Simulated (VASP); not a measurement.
# Sb2Au3 (R-3m) in VASP: notebook, part 2 of 2

VASP 6.6.1. The steps go on from the part before.

## (4) Relaxation of cell and atoms, PBE

This run uses another cell than the first one, of 32.16 Å³/atom, 1.139 times its volume.

Contents of INCAR:

```
SYSTEM = Sb2Au3
PREC = Accurate
ENCUT = 600
EDIFF = 1E-6
ISMEAR = 0
SIGMA = 0.1
LREAL = .FALSE.
LASPH = .TRUE.
NELM = 80
ALGO = Fast
ISIF = 3
LWAVE = .FALSE.
LCHARG = .FALSE.
GGA = PE
IBRION = 2
NSW = 90
EDIFFG = -0.04
```

Contents of KPOINTS:

```
regular mesh
0
G
  3 3 3
  0 0 0
```

Contents of POSCAR:

```
Sb2Au3
1.0
    3.8768152400      2.2382803200      3.0885642000
   -3.8768152400      2.2382803200      3.0885642000
    0.0000000000     -4.4765606500      3.0885642000
Sb Au
2 3
Direct
    0.8187567600      0.8187567600      0.8187567600
    0.1812432400      0.1812432400      0.1812432400
    0.0000000000      0.5000000000      0.0000000000
    0.0000000000      0.0000000000      0.5000000000
    0.5000000000      0.0000000000      0.0000000000
```

Potentials or basis: VASP PAW PBE potentials, release 64 (Sb, Au).

On the command line:

```bash
cat potpaw_PBE.64/Sb/POTCAR potpaw_PBE.64/Au/POTCAR > POTCAR
mpirun -np 1 vasp_std > vasp.out
```

OUTCAR:

```text
SYSTEM = Sb2Au3
   PREC = Accurate
   ENCUT = 600
   EDIFF = 1E-6
   ISMEAR = 0
   LREAL = .FALSE.
   LASPH = .TRUE.
   NELM = 80
   ISIF = 3
   GGA = PE
   IBRION = 2
   NSW = 90
   EDIFFG = -0.04

 ion  position               nearest neighbor table
   1  0.819  0.819  0.819-   3 2.24   5 2.24   4 2.24   2 3.36
   2  0.181  0.181  0.181-   3 2.24   5 2.24   4 2.24   1 3.36
   3  0.000  0.500  0.000-   1 2.24   2 2.24
   4  0.000  0.000  0.500-   1 2.24   2 2.24
   5  0.500  0.000  0.000-   1 2.24   2 2.24

  LATTYP: Found a trigonal (rhomboedric) cell.
 ALAT       =     5.4386417434
 COS(alpha) =    -0.0162470555

  Lattice vectors:

 A1 = (   3.8768152400,   2.2382803200,   3.0885642000)
 A2 = (  -3.8768152400,   2.2382803200,   3.0885642000)
 A3 = (   0.0000000000,  -4.4765606500,   3.0885642000)

Analysis of symmetry for initial positions (statically):
=====================================================================
 Subroutine PRICEL returns:
 Original cell was already a primitive cell.

 Routine SETGRP: Setting up the symmetry group for a
 trigonal (rhombohedral) supercell.

 Subroutine GETGRP returns: Found 12 space group operations
 (whereof 12 operations were pure point group operations)
 out of a pool of 12 trial point group operations.

The static configuration has the point symmetry D_3d.

Analysis of symmetry for dynamics (positions and initial velocities):
=====================================================================
 Subroutine PRICEL returns:
 Original cell was already a primitive cell.

 Routine SETGRP: Setting up the symmetry group for a
 trigonal (rhombohedral) supercell.

 Subroutine GETGRP returns: Found 12 space group operations
 (whereof 12 operations were pure point group operations)
 out of a pool of 12 trial point group operations.

[... 141 lines left out ...]

  FORCE on cell =-STRESS in cart. coord.  units (eV):
  Direction    XX          YY          ZZ          XY          YZ          ZX
  --------------------------------------------------------------------------------------
  -------------------------------------------------------------------------------------
  Total       48.4482541     48.4482541     -0.9201349      0.0000000      0.0000000      0.0000000
  in kB      482.7155054    482.7155058     -9.1677889      0.0000000      0.0000000      0.0000000
  external PRESSURE =     318.7544075 kB  Pullay stress =       0.0000000 kB
[... 26 lines left out ...]
--------------------------------------- Ionic step        2  -------------------------------------------

 number of electron      43.0000022 magnetization

 E-fermi :  -1.4493     XC(G=0):  -5.7686

 val. band max:       -1.4521322714   @ k =   0.3333   0.3333   0.3333
 cond. band min:      -1.4472572624   @ k =  -0.3333   0.3333   0.3333
 fundamental gap:      0.0048750090
 Fermi energy:        -1.4492523745

 k-point     1 :       0.0000    0.0000    0.0000
  band No.  band energies     occupation
      1      -9.9355      2.00000
      2      -9.0378      2.00000
      3      -3.8557      2.00000
      4      -3.8557      2.00000
      5      -3.4889      2.00000
      6      -3.1379      2.00000
[... 157 lines left out ...]
     24       0.3653      0.00000
     25       0.9626      0.00000

------------------------ aborting loop EDIFF was not reached (unconverged)  ----------------------------

  FORCE on cell =-STRESS in cart. coord.  units (eV):
  Direction    XX          YY          ZZ          XY          YZ          ZX
  --------------------------------------------------------------------------------------
  -------------------------------------------------------------------------------------
  Total      -13.0087551    -13.0087551     -6.1527818      0.0000000      0.0000000      0.0000000
  in kB      -60.7284846    -60.7284847    -28.7228956      0.0000000      0.0000000      0.0000000
  external PRESSURE =     -50.0599550 kB  Pullay stress =       0.0000000 kB
[... 59 lines left out ...]
  FREE ENERGIE OF THE ION-ELECTRON SYSTEM (eV)
  ---------------------------------------------------
  free  energy   TOTEN  =       -16.0552074265 eV

  energy  without entropy=      -16.0292727087  energy(sigma->0) =      -16.04224007

[... ionic steps 4 to 10 ...]

--------------------------------------- Ionic step       11  -------------------------------------------

 number of electron      43.0000005 magnetization

------------------------ aborting loop because EDIFF is reached ----------------------------------------
[... 73 lines left out ...]
--------------------------------------- Ionic step       13  -------------------------------------------

 number of electron      43.0000002 magnetization

 Free energy of the ion-electron system (eV)
  ---------------------------------------------------
  ext. energy  EPLUGINS =         0.00000000
  ---------------------------------------------------
  free energy    TOTEN  =       -16.48452567 eV

  energy without entropy =      -16.46847935  energy(sigma->0) =      -16.47650251

 E-fermi :   1.5849     XC(G=0):  -7.7567

 val. band max:        1.5065343032   @ k =  -0.3333   0.3333   0.3333
 cond. band min:       1.7456826882   @ k =   0.3333   0.3333   0.0000
 fundamental gap:      0.2391483850
 Fermi energy:         1.5848580309

 k-point     1 :       0.0000    0.0000    0.0000
  band No.  band energies     occupation
      1      -8.7671      2.00000
      2      -5.8398      2.00000
      3      -3.0362      2.00000
      4      -3.0362      2.00000
      5      -2.4361      2.00000
      6      -1.4100      2.00000
[... 189 lines left out ...]
  FREE ENERGIE OF THE ION-ELECTRON SYSTEM (eV)
  ---------------------------------------------------
  free  energy   TOTEN  =       -16.4845256740 eV

  energy  without entropy=      -16.4684793500  energy(sigma->0) =      -16.47650251

 reached required accuracy - stopping structural energy minimisation
```

CONTCAR:

```text
Sb2Au3
   1.00000000000000
     4.5188996079246708    2.6089879029656191    2.7740437664861815
    -4.5188996079246708    2.6089879029656191    2.7740437664861815
    -0.0000000000000000   -5.2179758164062990    2.7740437655056813
  Sb              Au
     2     3
Direct
     0.8286599895109225    0.8286599895109225    0.8286599895088832
     0.1713400104890777    0.1713400104890777    0.1713400104911169
     1.0000000000000000    0.5000000000000000    0.0000000000000000
     1.0000000000000000    1.0000000000000000    0.5000000000000000
     0.5000000000000000    1.0000000000000000    0.0000000000000000

  0.00000000E+00  0.00000000E+00  0.00000000E+00
  0.00000000E+00  0.00000000E+00  0.00000000E+00
  0.00000000E+00  0.00000000E+00  0.00000000E+00
  0.00000000E+00  0.00000000E+00  0.00000000E+00
  0.00000000E+00  0.00000000E+00  0.00000000E+00
```

It took 5.9 min on 1 thread of Intel Xeon Platinum 8559C (Emerald Rapids), shared host; peak memory 0.36 GiB.

What came out:

```
Free energy                            : -16.4845 eV
Relaxed volume                         : 39.25 Å³/atom
Relaxed cell                           : a = 5.910 Å, b = 5.910 Å, c = 5.910 Å, α = 99.76°, β = 99.76°, γ = 99.76°
Space group after relaxing (to 0.05 Å) : R-3m (No. 166)
Energy gained by relaxing              : 1200.4 meV/atom
Ionic steps                            : 13
Pressure after relaxing                : -0.1 GPa
Largest force after relaxing           : 0.031 eV/Å
```

Forces on the atoms (eV/Å):
```
Sb   0.000  0.000 -0.031
Sb   0.000  0.000  0.031
Au   0.000  0.000  0.000
Au   0.000  0.000  0.000
Au   0.000  0.000  0.000
```

Step by step:
| step | energy change (eV) | largest force (eV/Å) | pressure (GPa) | volume (Å³) |
| --- | --- | --- | --- | --- |
| 1 | 0.0000 | 0.8592 | 31.88 | 160.80 |
| 2 | -0.7437 | 1.7661 | -5.01 | 343.21 |
| 3 | -5.5727 | 0.8363 | -2.86 | 224.73 |
| 4 | -5.6624 | 0.7514 | -1.94 | 219.03 |
| 5 | -5.6984 | 0.6443 | -0.57 | 212.23 |
| 6 | -5.6986 | 0.6622 | -0.82 | 213.33 |
| 7 | -5.8029 | 0.6221 | -0.68 | 208.65 |
| 8 | -5.9973 | 0.1178 | 0.48 | 194.42 |
| 9 | -5.9969 | 0.0158 | 0.34 | 195.38 |
| 10 | -5.9975 | 0.0582 | 0.42 | 194.82 |
| 11 | -5.9958 | 0.1238 | -0.47 | 197.86 |
| 12 | -6.0014 | 0.0815 | 0.01 | 196.20 |
| 13 | -6.0020 | 0.0310 | -0.07 | 196.23 |

Final structure:
```cif
data_structure
_symmetry_space_group_name_H-M 'P 1'
_symmetry_Int_Tables_number 1
_cell_length_a 5.9095
_cell_length_b 5.9095
_cell_length_c 5.9095
_cell_angle_alpha 99.757
_cell_angle_beta 99.757
_cell_angle_gamma 99.757
_cell_volume 196.23
loop_
_atom_site_label
_atom_site_type_symbol
_atom_site_fract_x
_atom_site_fract_y
_atom_site_fract_z
_atom_site_occupancy
Sb1 Sb 0.82866 0.82866 0.82866 1
Sb2 Sb 0.17134 0.17134 0.17134 1
Au1 Au 0.00000 0.50000 0.00000 1
Au2 Au 0.00000 0.00000 0.50000 1
Au3 Au 0.50000 0.00000 0.00000 1
```

Caveat: the k points lie up to 0.37 Å⁻¹ apart in the final cell; the volume moved by over 15 % at a fixed basis, so the end points are rough; spin-orbit coupling is left out, which moves the levels of the heavy elements.

## (5) Single point, PBE

Contents of INCAR:

```
SYSTEM = Sb2Au3
PREC     = Accurate       ! precision mode
ENCUT    = 520            ! plane-wave cutoff, eV
EDIFF    = 1E-6           ! SCF threshold, eV
ISMEAR   = 0              ! smearing method
SIGMA    = 0.1            ! smearing width, eV
LREAL    = .False.        ! projectors in reciprocal space
LASPH    = .True.         ! aspherical terms in the spheres
NELM     = 80             ! most SCF steps
ALGO     = Fast           ! electronic algorithm
ISIF     = 2              ! what is computed and relaxed
LWAVE    = .False.        ! write WAVECAR
LCHARG   = .False.        ! write CHGCAR
GGA      = PE             ! functional
NBANDS   = 30             ! bands
```

Contents of KPOINTS:

```
regular mesh
0
Gamma
  6 6 6
  0 0 0
```

Contents of POSCAR:

```
Sb2Au3
1.0
    4.3412689302      2.5064327855      2.1658875796
   -4.3412689302      2.5064327855      2.1658875796
    0.0000000000     -5.0128655709      2.1658875796
Sb Au
2 3
Direct
    0.7130951708      0.7130951708      0.7130951708
    0.2869048292      0.2869048292      0.2869048292
    0.0000000000      0.5000000000      0.0000000000
    0.0000000000      0.0000000000      0.5000000000
    0.5000000000      0.0000000000      0.0000000000
```

Potentials or basis: VASP PAW PBE potentials, release 64 (Sb, Au).

On the command line:

```bash
cat potpaw_PBE.64/Sb/POTCAR potpaw_PBE.64/Au/POTCAR > POTCAR
mpirun -np 1 vasp_std > vasp.out
```

OUTCAR:

```text
SYSTEM = Sb2Au3
   PREC = Accurate
   ENCUT = 520
   EDIFF = 1E-6
   ISMEAR = 0
   LREAL = .False.
   LASPH = .True.
   NELM = 80
   ISIF = 2
   GGA = PE

 ion  position               nearest neighbor table
   1  0.713  0.713  0.713-   3 2.63   5 2.63   4 2.63   2 2.77   2 3.73
   2  0.287  0.287  0.287-   3 2.63   5 2.63   4 2.63   1 2.77   1 3.73
   3  0.000  0.500  0.000-   1 2.63   2 2.63   4 3.31   4 3.31   5 3.31   5 3.31
   4  0.000  0.000  0.500-   1 2.63   2 2.63   3 3.31   5 3.31   3 3.31   5 3.31
   5  0.500  0.000  0.000-   1 2.63   2 2.63   4 3.31   4 3.31   3 3.31   3 3.31

  LATTYP: Found a trigonal (rhomboedric) cell.
 ALAT       =     5.4607591267
 COS(alpha) =    -0.2640298655

  Lattice vectors:

 A1 = (   4.3412689302,   2.5064327855,   2.1658875796)
 A2 = (  -4.3412689302,   2.5064327855,   2.1658875796)
 A3 = (   0.0000000000,  -5.0128655709,   2.1658875796)

Analysis of symmetry for initial positions (statically):
=====================================================================
 Subroutine PRICEL returns:
 Original cell was already a primitive cell.

[... 178 lines left out ...]

 val. band max:        4.5737418555   @ k =   0.3333   0.3333   0.0000
 cond. band min:       4.6726584951   @ k =   0.5000   0.1667   0.1667
 fundamental gap:      0.0989166396
 Fermi energy:         4.6633899102

 k-point     1 :       0.0000    0.0000    0.0000
  band No.  band energies     occupation
      1      -6.0966      2.00000
      2      -2.6760      2.00000
      3      -0.5638      2.00000
      4      -0.2248      2.00000
      5      -0.2248      2.00000
      6       0.6256      2.00000
[... 781 lines left out ...]
     29      12.3975      0.00000
     30      12.8643      0.00000

 [... further k-points ...]

------------------------ aborting loop because EDIFF is reached ----------------------------------------

  FORCE on cell =-STRESS in cart. coord.  units (eV):
  Direction    XX          YY          ZZ          XY          YZ          ZX
  --------------------------------------------------------------------------------------
  -------------------------------------------------------------------------------------
  Total       -0.1837203     -0.1837203      0.0449639      0.0000000      0.0000000      0.0000000
  in kB       -2.0816505     -2.0816505      0.5094656      0.0000000      0.0000000      0.0000000
  external PRESSURE =      -1.2179452 kB  Pullay stress =       0.0000000 kB

 VOLUME and BASIS-vectors are now :
 -----------------------------------------------------------------------------
  energy-cutoff  :      520.00
  volume of cell :      141.40
      direct lattice vectors                 reciprocal lattice vectors
     4.341268930  2.506432785  2.165887580     0.115173699  0.066495566  0.153901494
    -4.341268930  2.506432785  2.165887580    -0.115173699  0.066495566  0.153901494
     0.000000000 -5.012865571  2.165887580     0.000000000 -0.132991132  0.153901494

 POSITION                                       TOTAL-FORCE (eV/Angst)
 -----------------------------------------------------------------------------------
      0.00000      0.00000      4.63345        -0.000000      0.000000      0.061814
      0.00000      0.00000      1.86421        -0.000000     -0.000000     -0.061814
     -2.17063      1.25322      1.08294        -0.000000     -0.000000      0.000000
      0.00000     -2.50643      1.08294         0.000000     -0.000000      0.000000
      2.17063      1.25322      1.08294        -0.000000     -0.000000     -0.000000
 -----------------------------------------------------------------------------------
    total drift:                                0.000000      0.000000     -0.000000

  FREE ENERGIE OF THE ION-ELECTRON SYSTEM (eV)
  ---------------------------------------------------
  free  energy   TOTEN  =       -17.3203108218 eV

  energy  without entropy=      -17.2995084351  energy(sigma->0) =      -17.30990963
```

Run time: 81 s. Hardware: 1 thread of Intel Xeon Platinum 8559C (Emerald Rapids), shared host; peak memory 0.32 GiB.

Results:

* Free energy: -17.3203 eV
* Pressure: -0.1 GPa
* Largest force: 0.062 eV/Å

Forces on the atoms (eV/Å):
```
Sb   0.000  0.000  0.062
Sb   0.000  0.000 -0.062
Au   0.000  0.000  0.000
Au   0.000  0.000  0.000
Au   0.000  0.000  0.000
```

Stress tensor (GPa, compression positive):
```
-0.21  0.00  0.00
 0.00 -0.21  0.00
 0.00  0.00  0.05
```

Levels at points of the mesh, in eV from the Fermi level:
| k point | band 19 | band 20 | band 21 | band 22 | band 23 | band 24 |
| --- | --- | --- | --- | --- | --- | --- |
| (0.00, 0.00, 0.00) | -1.48 | -1.48 | 0.26 | 0.26 | 1.96 | 1.96 |
| (0.50, 0.00, 0.00) | -2.12 | -0.54 | -0.39 | -0.16 | 2.29 | 2.98 |
| (0.50, 0.50, 0.00) | -2.35 | -0.80 | -0.63 | 0.37 | 1.44 | 2.58 |
| (0.50, 0.50, 0.50) | -2.29 | -1.19 | -1.19 | 0.39 | 0.41 | 3.86 |

Caveat: spin-orbit coupling is left out, which moves the levels of the heavy elements.

## (6) Overview

```csv
task,cell,k mesh,cutoff (eV),gap on the mesh (eV),pressure (GPa),largest force (eV/Å)
single point,"a = 5.479 Å, angles 105.8°, 5 atoms",3 × 3 × 3,520,none,0.0,0.02
single point,"a = 5.439 Å, angles 90.9°, 5 atoms",3 × 3 × 3,520,none,31.8,0.86
relaxation of cell and atoms,"relaxed from a = 5.439 Å, angles 90.9°, 5 atoms",3 × 3 × 3,600,none,-0.1,0.03
single point,"a = 5.461 Å, angles 105.3°, 5 atoms",6 × 6 × 6,520,none,-0.1,0.06
```

Alike in all rows: level PBE; potentials or basis VASP PAW PBE potentials, release 64 (Sb, Au); no spin polarisation; smearing gaussian 0.1 eV.

Caveats: some runs use coarse meshes; spin-orbit coupling is left out, which moves the levels of the heavy elements; the volume moved by over 15 % at a fixed basis, so the end points are rough (some runs).

Absolute energies hang on the potentials; compare differences alone.
